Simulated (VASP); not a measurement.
Runs of VASP 6.6.1 on Hf4Cl. The structure is that of space group P6/mmm (No. 191), or close to it. The cells are those of the table. The cell was generated, and may not be a known phase.

```tsv
task	cell	k mesh	cutoff (eV)	gap on the mesh (eV)	pressure (GPa)
single point	a = 5.634, b = 5.634, c = 4.638 Å, angles 90.0, 90.0, 120.0°, 5 atoms	6 × 6 × 4	520	none	-0.1
relaxation of cell and atoms	relaxed from a = 5.634, b = 5.634, c = 4.638 Å, angles 90.0, 90.0, 120.0°, 5 atoms	6 × 6 × 4	600	none	0.2
single point	a = 5.708, b = 5.708, c = 4.539 Å, angles 90.0, 90.0, 120.0°, 5 atoms	12 × 12 × 8	520	none	-0.3
single point	a = 5.714, b = 5.714, c = 4.527 Å, angles 90.0, 90.0, 120.0°, 5 atoms	6 × 6 × 4	520	none	(a)
```

Alike in all rows: level PBE; potentials or basis VASP PAW PBE potentials, release 64 (Hf_pv, Cl); no spin polarisation; smearing gaussian 0.1 eV.

Q: Estimate the missing entries.

A: (a) -0.2.

Caveats: spin-orbit coupling is left out, which moves the levels of the heavy elements; an odd number of electrons without spin polarisation forces a metal; a magnetic or distorted state may lie lower; the stress differs along the axes, from -4 to 2 GPa (at least some runs).

A k mesh can miss the band edges, and the runs leave out spin-orbit coupling on Hf.

A gap of «none» marks levels without a gap at the run's occupations.
